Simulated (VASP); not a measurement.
# Zn4SeS3 (P1) in VASP: single point with PBE

Aim: the single point of Zn4SeS3 with PBE.

Everything below comes from runs of VASP 6.6.1. Logs are shortened: lines on timing, memory, paths and dates and some standing lists are left out, and cuts for length are marked.

## Step 1: The cell of the first run

The typed cell holds 16 atoms: a = 6.754 Å, b = 6.754 Å, c = 7.799 Å, α = 90.02°, β = 106.76°, γ = 99.59°.

## Step 2: Single point, PBE

Contents of INCAR:

```
PREC     = Accurate       # precision mode
ENCUT    = 500            # plane-wave cutoff, eV
EDIFF    = 1E-6           # SCF threshold, eV
ISMEAR   = 0              # smearing method
SIGMA    = 0.1            # smearing width, eV
LREAL    = F              # projectors in reciprocal space
LASPH    = T              # aspherical terms in the spheres
NELM     = 120            # most SCF steps
ALGO     = Normal         # electronic algorithm
ISIF     = 2              # what is computed and relaxed
LWAVE    = F              # write WAVECAR
LCHARG   = F              # write CHGCAR
GGA      = PE             # functional
NBANDS   = 86             # bands
GGA_COMPAT= F
```

Contents of KPOINTS:

```
regular mesh
0
Gamma
  4 4 4
```

Contents of POSCAR:

```
Zn4SeS3
1.0
   -2.7578448838     -5.5144475919     -2.7581076956
   -5.5140950650      2.7564420104      2.7580765642
    0.0006938290      5.5138674132     -5.5157488628
Zn S Se
8 6 2
Direct
    0.4979218836      0.2455313009      0.8756970064
    0.4958895533      0.2633753315      0.3729420179
    0.0105781282      0.0149042838      0.5014535215
    0.0013157955     -0.0024918874      0.0013325050
    0.5112243492      0.7456891238      0.6362143728
   -0.0055801571      0.4917548233      0.7564526538
    0.4950842402      0.7445659985      0.1157058261
   -0.0063237071      0.4967655891      0.2402257854
    0.6239067855      0.4324486905      0.6601207860
    0.1267785151      0.1867103239      0.7858843743
    0.6220627218      0.4374291079      0.1514966466
    0.1252905333      0.1921323495      0.2769210465
    0.6287981591      0.9382564109      0.9090894167
    0.1227212704      0.6864303064      0.0291683622
    0.6250827456      0.9408694261      0.4047976033
    0.1252491835      0.6856288212      0.5324980756
```

Potentials or basis: VASP PAW PBE potentials, release 64 (Zn, S, Se).

Command:

```console
$ cat potpaw_PBE.64/Zn/POTCAR potpaw_PBE.64/S/POTCAR potpaw_PBE.64/Se/POTCAR > POTCAR
$ mpirun -np 1 vasp_std > vasp.out
```

OUTCAR:

```text
PREC = Accurate
   ENCUT = 500
   EDIFF = 1E-6
   ISMEAR = 0
   LREAL = F
   LASPH = T
   NELM = 120
   ISIF = 2
   GGA = PE

 ion  position               nearest neighbor table
   1  0.498  0.246  0.876-  10 2.36  11 2.37   9 2.37  13 2.37
   2  0.496  0.263  0.373-  12 2.36  11 2.37   9 2.37  15 2.46
   3  0.011  0.015  0.501-  10 2.36  12 2.36  15 2.46  16 2.46
   4  0.001  0.998  0.001-  14 2.37  13 2.37  10 2.37  12 2.38
   5  0.511  0.746  0.636-  13 2.35   9 2.35  16 2.46  15 2.46
   6  0.994  0.492  0.756-  14 2.36   9 2.36  10 2.36  16 2.46
[... 8 lines left out ...]
  15  0.625  0.941  0.405-   3 2.46   5 2.46   2 2.46   7 2.47
  16  0.125  0.686  0.532-   5 2.46   6 2.46   8 2.46   3 2.46

  LATTYP: Found a triclinic cell.
 ALAT       =     8.7211572985
 B/A-ratio  =     1.8438491779
 C/A-ratio  =     1.9487529364
 COS(alpha) =     0.0002941139
 COS(beta)  =     0.5643287941
 COS(gamma) =     0.8136312596

  Lattice vectors:

 A1 = (   2.7571510548,   0.0005801787,   8.2738565584)
 A2 = (   0.0009008736,   8.2714697810,  13.7900408182)
 A3 = (   5.5127074070, -13.7841768368,   8.2734211614)

Analysis of symmetry for initial positions (statically):
=====================================================================
 Subroutine PRICEL returns:
 Original cell was already a primitive cell.

 Routine SETGRP: Setting up the symmetry group for a
 triclinic supercell.

 Subroutine GETGRP returns: Found  1 space group operations
 (whereof  1 operations were pure point group operations)
 out of a pool of  2 trial point group operations.

The static configuration has the point symmetry C_1 .

Analysis of symmetry for dynamics (positions and initial velocities):
=====================================================================
 Subroutine PRICEL returns:
 Original cell was already a primitive cell.

 Routine SETGRP: Setting up the symmetry group for a
 triclinic supercell.

 Subroutine GETGRP returns: Found  1 space group operations
 (whereof  1 operations were pure point group operations)
 out of a pool of  2 trial point group operations.

The dynamic configuration has the point symmetry C_1 .

 Subroutine INISYM returns: Found  1 space group operations
 (whereof  1 operations are pure point group operations),
 and found     1 'primitive' translations

----------------------------------------------------------------------------------------

                                     Primitive cell

  volume of cell :     335.4408

  direct lattice vectors                    reciprocal lattice vectors
    -2.757844884 -5.514447592 -2.758107696    -0.090661323 -0.090664124 -0.090644602
    -5.514095065  2.756442010  2.758076564    -0.136012502  0.045353730  0.045321151
     0.000693829  5.513867413 -5.515748863    -0.022676740  0.068014423 -0.113310674

  length of vectors
     6.754405874  6.753532652  7.799116607     0.157021982  0.150367445  0.134087677

  position of ions in fractional coordinates (direct lattice)
     0.497921884  0.245531301  0.875697006
     0.495889553  0.263375332  0.372942018
     0.010578128  0.014904284  0.501453521
     0.001315795  0.997508113  0.001332505
     0.511224349  0.745689124  0.636214373
     0.994419843  0.491754823  0.756452654
[... 8 lines left out ...]
     0.625082746  0.940869426  0.404797603
     0.125249184  0.685628821  0.532498076

  ion indices of the primitive-cell ions
   primitive index   ion index
                 1           1
                 2           2
                 3           3
                 4           4
                 5           5
                 6           6
[... 8 lines left out ...]
                15          15
                16          16

----------------------------------------------------------------------------------------

 KPOINTS: regular mesh

Automatic generation of k-mesh.
 Grid dimensions read from file:
 generate k-points for:    4    4    4

 Generating k-lattice:

  Cartesian coordinates                     Fractional coordinates (reciprocal lattice)
    -0.022665331 -0.022666031 -0.022661151     0.250000000  0.000000000  0.000000000
    -0.034003126  0.011338433  0.011330288     0.000000000  0.250000000 -0.000000000
    -0.005669185  0.017003606 -0.028327668     0.000000000 -0.000000000  0.250000000

  Length of vectors
     0.039255495  0.037591861  0.033521919

  Shift w.r.t. Gamma in fractional coordinates (k-lattice)
     0.000000000  0.000000000  0.000000000

 Subroutine IBZKPT returns following result:
 ===========================================

 Found     36 irreducible k-points:

 Following reciprocal coordinates:
            Coordinates               Weight
  0.000000  0.000000  0.000000      1.000000
  0.250000  0.000000 -0.000000      2.000000
  0.500000  0.000000 -0.000000      1.000000
  0.000000  0.250000 -0.000000      2.000000
  0.250000  0.250000  0.000000      2.000000
  0.500000  0.250000  0.000000      2.000000
[... 16 lines left out ...]
  0.000000 -0.250000  0.250000      2.000000
  0.250000 -0.250000  0.250000      2.000000
 [... further k-points ...]
   k-points           NKPTS =     36   k-points in BZ     NKDIM =     36   number of bands    NBANDS=     86
   number of dos      NEDOS =    301   number of ions     NIONS =     16
   total plane-waves  NPLWV = 150000
   dimension x,y,z NGX =    50 NGY =   50 NGZ =   60
   dimension x,y,z NGXF=   100 NGYF=  100 NGZF=  120
   ions per type =               8   6   2
   NGX,Y,Z   is equivalent  to a cutoff of  12.31, 12.31, 12.79 a.u.
   NGXF,Y,Z  is equivalent  to a cutoff of  24.61, 24.62, 25.58 a.u.
 SYSTEM =  unknown system
   PREC   = accura    normal or accurate (medium, high low for compatibility)
   ISTART =      0    job   : 0-new  1-cont  2-samecut
   ICHARG =      2    charge: 1-file 2-atom 10-const
   ISPIN  =      1    spin polarized calculation?
   LNONCOLLINEAR =      F non collinear calculations
   LSORBIT =      F    spin-orbit coupling
   LASPH  =      T    aspherical Exc in radial PAW
   ENCUT  =  500.0 eV  36.75 Ry    6.06 a.u.  12.31 12.31 14.22*2*pi/ulx,y,z
   NELM   =    120;   NELMIN=  2; NELMDL= -5     # of ELM steps
   EDIFF  = 0.1E-05   stopping-criterion for ELM
   LREAL  =      F    real-space projection
   EDIFFG = 0.1E-04   stopping-criterion for IOM
   NSW    =      0    number of steps for IOM
   IBRION =     -1    ionic relax: 0-MD 1-quasi-New 2-CG
   NFREE  =      0    steps in history (QN), initial steepest desc. (CG)
   ISIF   =      2    stress and relaxation
   ISYM   =      2    0-nonsym 1-usesym 2-fastsym
   POTIM  = 0.5000    time-step for ionic-motion
   TEBEG  =    0.0;   TEEND  =   0.0 temperature during run
   PSTRESS=    0.0 pullay stress
   NELECT =     144.0000    total number of electrons
   NUPDOWN=      -1.0000    fix difference up-down
   EMIN   =  10.00;   EMAX   =-10.00  energy-range for DOS
   EFERMI =   0.00;   METHOD = LEGACY
   ISMEAR =     0;   SIGMA  =   0.10  broadening in eV -4-tet -1-fermi 0-gaus
   EFERMI_NEDOS =   21; number of points for ismear=-14 and -15
   IALGO  =     38    algorithm
   IMIX   =      4    mixing-type and parameters
     AMIX     =   0.40;   BMIX     =  1.00
     AMIX_MAG =   1.60;   BMIX_MAG =  1.00
  volume/ion in A,a.u.               =      20.97       141.48
  Fermi-wavevector in a.u.,A,eV,Ry     =   1.234972  2.333758 20.750996  1.525155
  Thomas-Fermi vector in A             =   2.369640
   LORBIT       =      0    0 simple, 1 ext, 2 COOP (PROOUT), +10 PAW based schemes
   GGA     = PE    functional components
   LHFCALC =     F    Hartree Fock is set to
   AEXX    =    0.0000 exact exchange contribution
   IVDW    =     0    specifies the selected vdW correction
   LEPSILON=     F    determine dielectric tensor
   LRPA    =     F    only Hartree local field effects (RPA)
 non-spin polarized calculation
 Gauss-broadening in eV      SIGMA  =   0.10
  energy-cutoff  :      500.00
  volume of cell :      335.44
 maximum number of plane-waves:      8562
 NGX is ok and might be reduce to    50
   NGX = 25   NGY = 25   NGZ = 29

 number of electron     143.9999985 magnetization

 Free energy of the ion-electron system (eV)
  ---------------------------------------------------
  ext. energy  EPLUGINS =         0.00000000
  ---------------------------------------------------
  free energy    TOTEN  =       -53.08610504 eV

  energy without entropy =      -53.08610504  energy(sigma->0) =      -53.08610504

 E-fermi :   2.2266     XC(G=0):  -9.4403

 val. band max:        1.8003013735   @ k =   0.0000   0.0000   0.0000
 cond. band min:       3.5377970614   @ k =   0.0000   0.0000   0.0000
 fundamental gap:      1.7374956879
 Fermi energy:         2.2265912458

 k-point     1 :       0.0000    0.0000    0.0000
  band No.  band energies     occupation
      1     -11.2520      2.00000
      2     -10.4170      2.00000
      3     -10.3906      2.00000
      4     -10.3716      2.00000
      5     -10.2774      2.00000
      6     -10.2652      2.00000
[... 76 lines left out ...]
     83       7.5715      0.00000
     84       7.6141      0.00000

 k-point     2 :       0.2500    0.0000   -0.0000
  band No.  band energies     occupation
      1     -11.1445      2.00000
      2     -10.5528      2.00000
      3     -10.4287      2.00000
      4     -10.3701      2.00000
      5     -10.2726      2.00000
      6     -10.2675      2.00000
[... 1903 lines left out ...]
     83       7.3292      0.00000
     84       7.6605      0.00000

 k-point    24 :       0.2500   -0.2500    0.2500
  band No.  band energies     occupation
      1     -10.9708      2.00000
      2     -10.6392      2.00000
      3     -10.4719      2.00000
      4     -10.3611      2.00000
      5     -10.3366      2.00000
      6     -10.3040      2.00000
[... 76 lines left out ...]
     83       7.0136      0.00000
     84       7.7096      0.00000

 [... further k-points ...]

 [bands above 84 left out]

------------------------ aborting loop because EDIFF is reached ----------------------------------------

  FORCE on cell =-STRESS in cart. coord.  units (eV):
  Direction    XX          YY          ZZ          XY          YZ          ZX
  --------------------------------------------------------------------------------------
  -------------------------------------------------------------------------------------
  Total        0.2846664      0.3005938      0.2885279     -0.0350500     -0.0489945     -0.0083094
  in kB        1.3596616      1.4357364      1.3781056     -0.1674103     -0.2340139     -0.0396885
  external PRESSURE =       1.3911679 kB  Pullay stress =       0.0000000 kB

 VOLUME and BASIS-vectors are now :
 -----------------------------------------------------------------------------
  energy-cutoff  :      500.00
  volume of cell :      335.44
      direct lattice vectors                 reciprocal lattice vectors
    -2.757844884 -5.514447592 -2.758107696    -0.090661323 -0.090664124 -0.090644602
    -5.514095065  2.756442010  2.758076564    -0.136012502  0.045353730  0.045321151
     0.000693829  5.513867413 -5.515748863    -0.022676740  0.068014423 -0.113310674

 POSITION                                       TOTAL-FORCE (eV/Angst)
 -----------------------------------------------------------------------------------
     -2.72647      2.75951     -5.52625         0.003046      0.005463      0.001028
     -2.81960      0.04777     -2.69836         0.001168      0.001845      0.004146
     -0.11101      2.74770     -2.75396        -0.008144     -0.000614      0.001683
     -5.50398      2.74966      2.74022         0.001837     -0.001735      0.000941
     -5.52124      2.74433     -2.86254        -0.002171     -0.000640     -0.013941
     -5.45351      0.04280     -5.55882         0.001348      0.003965     -0.003095
[... 8 lines left out ...]
     -6.91164      1.37847     -1.36182         0.002940      0.000072      0.002350
     -4.12567      4.13534     -1.39156         0.005077      0.002022      0.003705
 -----------------------------------------------------------------------------------
    total drift:                               -0.000272     -0.001443     -0.000556

  FREE ENERGIE OF THE ION-ELECTRON SYSTEM (eV)
  ---------------------------------------------------
  free  energy   TOTEN  =       -53.0861050394 eV

  energy  without entropy=      -53.0861050394  energy(sigma->0) =      -53.08610504
```

Run time: 41 min. Hardware: 1 thread of Intel Xeon 8259CL, shared host; peak memory 0.85 GiB.

What came out:

```
Free energy            : -53.0861 eV
Pressure               : 0.1 GPa
Largest force          : 0.014 eV/Å
Band gap on the k mesh : 1.74 eV
```

Forces on the atoms (eV/Å):
```
Zn   0.003  0.005  0.001
Zn   0.001  0.002  0.004
Zn  -0.008 -0.001  0.002
Zn   0.002 -0.002  0.001
Zn  -0.002 -0.001 -0.014
Zn   0.001  0.004 -0.003
Zn   0.004 -0.008  0.001
Zn  -0.002 -0.001  0.004
S   -0.004 -0.006  0.006
S   -0.001 -0.004 -0.005
S    0.000  0.004 -0.004
S    0.007 -0.005 -0.004
S   -0.004  0.004  0.003
S   -0.005  0.006  0.002
Se   0.003  0.000  0.002
Se   0.005  0.002  0.004
```

Levels at points of the mesh, in eV from the valence-band top:
```csv
k point,band 70,band 71,band 72,band 73,band 74,band 75
"(0.00, 0.00, 0.00)",-0.05,-0.03,0.00,1.74,3.00,4.09
"(0.50, 0.00, 0.00)",-0.48,-0.47,-0.41,2.99,3.13,3.17
"(0.00, 0.50, 0.00)",-0.82,-0.63,-0.50,3.01,3.28,3.68
"(0.50, 0.50, 0.00)",-0.80,-0.64,-0.38,3.01,3.29,3.79
"(0.00, 0.00, 0.50)",-0.71,-0.54,-0.21,3.45,3.49,4.48
"(0.50, 0.00, 0.50)",-1.03,-0.79,-0.70,4.04,4.06,4.08
"(0.00, 0.50, 0.50)",-0.70,-0.67,-0.42,3.66,3.72,4.15
"(0.50, 0.50, 0.50)",-1.24,-1.10,-0.89,4.08,4.11,4.13
```
